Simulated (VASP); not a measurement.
Runs of VASP 6.6.1 on HgTe. The structure is that of space group I-4m2 (No. 119), or close to it. The cells are those of the table. 

```tsv
cell	gap on the mesh (eV)	pressure (GPa)
a = 4.611 Å, angles 96.7, 96.7, 140.2°, 2 atoms	none	-5.6
a = 4.581 Å, angles 96.7, 96.7, 140.2°, 2 atoms	none	-5.0
a = 4.519 Å, angles 96.7, 96.7, 140.2°, 2 atoms	none	(b)
a = 4.671 Å, angles 96.7, 96.7, 140.2°, 2 atoms	none	(a)
a = 4.487 Å, angles 96.7, 96.7, 140.2°, 2 atoms	none	-2.5
```

Alike in all rows: task single point; level LDA; potentials or basis VASP PAW LDA potentials, release 64 (Hg, Te); no spin polarisation; k mesh 8 × 8 × 8; cutoff (eV) 520; smearing fermi-dirac 0.1 eV.

Q: Estimate the missing entries.

A: (a) -6.6; (b) -3.5.

Caveats: spin-orbit coupling is left out, which moves the levels of the heavy elements; the cell stands under tension (at least some runs).

A k mesh can miss the band edges, and the runs leave out spin-orbit coupling on Hg, Te.

A gap of «none» marks levels without a gap at the run's occupations.
